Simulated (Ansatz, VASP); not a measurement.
One calculation of MnO, two programs

```
Mn O
1.0
     3.01039   -1.73958    0.00000
     3.01039    1.73958    0.00000
    -2.01075    0.00000    2.84729
Mn O
1 1
Direct
  0.50020 0.50020 0.50067
  0.74980 0.74980 0.24934
```

Change from the starting cell: volume scaled by 1.04.

Alike in both runs: task single point; functional PBE; k mesh 9 × 9 × 9; occupations fermi-dirac, width 0.05 eV; collinear spin.

|  | VASP | Ansatz |
| --- | --- | --- |
| version | VASP 6.6.1 | Ansatz 0.2.0 |
| potentials or method | VASP PAW PBE potentials, release 64 (Mn_pv, O), cutoff 520 eV | all-electron LAPW, scalar-relativistic |

```csv
,VASP,Ansatz,Ansatz less VASP
pressure (GPa),-7.2,-7.4,-0.17
"traceless stress, the component that is largest in VASP (GPa)",-0.13,-0.14,0.000
net moment per atom (μB),2.50,2.50,0.000
size of the moment on the site where the two differ most (μB),4.45,4.38,-0.072
```

Site moments also hang on the region over which each program counts them. Ansatz ran all-electron here, and VASP with PAW potentials.
